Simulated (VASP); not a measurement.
GaN:

```xyz
2
Lattice="0.0000 2.1352 2.1352 2.1352 0.0000 2.1352 2.1352 2.1352 0.0000" Properties=species:S:1:pos:R:3 pbc="T T T"
Ga    0.0000    0.0000    0.0000
N     2.1352    2.1352    2.1352
```

Program: VASP 6.6.1. Alike in all runs: task single point; cell as given; smearing fermi-dirac 0.05 eV.

Task: Order these runs on this cell by their pressure, lowest first.
A. level r2SCAN; potentials or basis VASP PAW PBE potentials, release 64 (Ga_d, N_h); spin non-collinear, zero start, SOC; k mesh 8 × 8 × 8; cutoff (eV) 1460
B. level PBE-based screened hybrid with 25 % exact exchange; potentials or basis VASP PAW PBE potentials, release 64 (Ga_d, N); spin off; k mesh 6 × 6 × 6; cutoff (eV) 520; grid for exact exchange (PRECFOCK) Normal; share of exact exchange 0.25; screening parameter 0.1 1/Å
C. level BLYP; potentials or basis VASP PAW PBE potentials, release 64 (Ga_d, N_h); spin off; k mesh 11 × 11 × 11; cutoff (eV) 1330

Result: B (-9.5 GPa), A (-7.5 GPa), C (8.8 GPa).

Caveats: some runs use coarse meshes; the PAW data sets were made with another functional, which shifts forces and pressure a little; the cell stands under pressure (at least some runs); the cell stands under tension (at least some runs).
